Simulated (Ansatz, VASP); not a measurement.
## One calculation of Si2Ni, two programs

```
Ni Si
1.0
     0.00000    2.70300    2.70300
     2.70300    0.00000    2.70300
     2.70300    2.70300    0.00000
Ni Si
1 2
Cartesian
  0.0000 0.0000 0.0000
  4.0545 4.0545 4.0545
  1.3515 1.3515 1.3515
```

Alike in both runs: task relaxation of cell and atoms; functional LDA; k mesh 9 × 9 × 9; occupations fermi-dirac, width 0.05 eV; collinear spin.

|  | VASP | Ansatz |
| --- | --- | --- |
| version | VASP 6.6.1 | Ansatz 0.2.0 |
| potentials or method | VASP PAW LDA potentials, release 64 (Ni, Si) | Ansatz PAW |
| plane-wave cutoff (eV) | 600 | 420 |
| valence electrons in the cell | 18 | 26 |

```tsv
	VASP	Ansatz	Ansatz less VASP
net moment per atom (μB)	0.00	0.00	0.000
relaxed volume (Å³/atom)	12.80	12.80	-0.003
relaxed cell length with the largest relative difference (Å)	3.787	3.787	-0.0003
```

LDA's correlation is that of Perdew and Zunger in VASP and of Perdew and Wang (1992) in Ansatz. VASP's potentials hold 18 valence electrons a cell and Ansatz's 26, so a difference there can come from the potentials and not from the codes.

Noted on Ansatz's run: the plane-wave basis is chosen anew once the cell has moved, so the energies of steps on either side of that aren't comparable.
